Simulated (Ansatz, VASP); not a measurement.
BaS in VASP and in Ansatz

Contents of INCAR:

```
PREC = Accurate
ENCUT = 520
EDIFF = 1E-8
ISMEAR = -1
SIGMA = 0.02
LREAL = False
LASPH = True
NELM = 100
ALGO = Normal
ISIF = 2
LWAVE = False
LCHARG = False
GGA = PS
LEFG = True
NBANDS = 15
```

KPOINTS

```
Automatic mesh
0
Gamma
  8 8 8
```

POSCAR

```
BaS
1.0
    0.0638750000      3.2256875000      3.2256875000
    3.2256875000      0.0638750000      3.2256875000
    3.2256875000      3.2256875000      0.0638750000
Ba S
1 1
Direct
    0.0000000000      0.0000000000      0.0000000000
    0.5000000000      0.5000000000      0.5000000000
```

Input for Ansatz:

```yaml
crystal:
  lattice:
    - [0.063875, 3.2256875, 3.2256875]
    - [3.2256875, 0.063875, 3.2256875]
    - [3.2256875, 3.2256875, 0.063875]
  atoms:
    - { symbol: Ba, position: [0.0, 0.0, 0.0] }
    - { symbol: S, position: [0.5, 0.5, 0.5] }
kpoints:
  mp_grid: { grid: [8, 8, 8] }
scf:
  occupations: { method: fermi_dirac, width: 0.02 }
hamiltonian:
  xc: pbesol
  pseudopotentials: { kind: all_electron, datasets: crystal }
output:
  forces: true
  stress: true
  eigenvalues: true
  efg: { contact_densities: true }
```

Change from the starting cell: equal xy, yz and zx shear strains of +2 %, crystal datasets.

Alike in both runs: task electric field gradients; functional PBEsol; k mesh 8 × 8 × 8; occupations fermi-dirac, width 0.02 eV; no spin polarisation.

```csv
,VASP,Ansatz
version,VASP 6.6.1,Ansatz 0.2.0
potentials or method,"VASP PAW PBE potentials, release 64 (Ba_sv, S), cutoff 520 eV","all-electron PAW with datasets made for the crystal, scalar-relativistic"
```

Ansatz gave:

* gap on the k mesh at the Fermi level (eV): 2.05
* pressure (GPa): -1.2
* traceless stress, the component that is largest in VASP (GPa): -0.40
* size of Vzz on the site where it differs most (V/Å²): 14.0

Question: Estimate VASP's values.

Answer: gap on the k mesh at the Fermi level (eV): 1.95; pressure (GPa): -0.5; traceless stress, the component that is largest in VASP (GPa): -0.40; size of Vzz on the site where it differs most (V/Å²): 13.9.

VASP's potentials were made for PBE, not for PBEsol. Ansatz ran all-electron here, and VASP with PAW potentials.

Neither program's run includes spin-orbit coupling.
